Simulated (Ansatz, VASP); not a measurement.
# Two plane-wave programs on InSb3

INCAR

```
  ALGO = Normal
  EDIFF = 1E-6
  ENCUT = 520
  GGA = PE
  ISIF = 2
  ISMEAR = 0
  LASPH = True
  LCHARG = True
  LELF = True
  LREAL = False
  LVHAR = True
  LWAVE = False
  NBANDS = 22
  NELM = 80
  PREC = Accurate
  SIGMA = 0.15
```

KPOINTS

```
k-points
0
Gamma
  10 10 10
```

POSCAR

```
InSb3
1.0
    4.8682329852      0.0000000000      0.0000000000
    0.0000000000      4.8682329852      0.0000000000
    0.0000000000      0.0000000000      4.5814940623
In Sb
1 3
Direct
    0.0000000000      0.0000000000      0.0000000000
    0.5000000000      0.0000000000      0.5000000000
    0.0000000000      0.5000000000      0.5000000000
    0.5000000000      0.5000000000      0.0000000000
```

Input for Ansatz:

```yaml
crystal:
  lattice:
    - [4.8682329852, 0.0, 0.0]
    - [0.0, 4.8682329852, 0.0]
    - [0.0, 0.0, 4.5814940623]
  atoms:
    - { symbol: In, position: [0.0, 0.0, 0.0] }
    - { symbol: Sb, position: [0.5, 0.0, 0.5] }
    - { symbol: Sb, position: [0.0, 0.5, 0.5] }
    - { symbol: Sb, position: [0.5, 0.5, 0.0] }
basis:
  ecutwfc: 420
kpoints:
  mp_grid: { grid: [10, 10, 10] }
hamiltonian:
  xc: pbe
  pseudopotentials: { kind: paw, azcp: { folder: soft_1 } }
scf:
  occupations: { method: gaussian, width: 0.15 }
output:
  forces: true
  stress: true
  eigenvalues: true
```

Alike in both runs: task single point; functional PBE; k mesh 10 × 10 × 10; occupations gaussian, width 0.15 eV; no spin polarisation.

```csv
,VASP,Ansatz
version,VASP 6.6.1,Ansatz 0.2.0
potentials or method,"VASP PAW PBE potentials, release 64 (In_d, Sb), cutoff 520 eV","scalar-relativistic, plane waves, PAW"
valence electrons in the cell,28,58
```

```tsv
	VASP	Ansatz	Ansatz less VASP
gap on the k mesh at the Fermi level (eV)	none	none	-
pressure (GPa)	1.4	1.5	+0.09
```

A gap of «none» marks a metal or a gap that the smearing closes. The functional is the same, so the differences come from potentials, cutoffs and numerics. VASP's potentials hold 28 valence electrons a cell and Ansatz's 58, so a difference there can come from the potentials and not from the codes.

Neither program's run includes spin-orbit coupling.
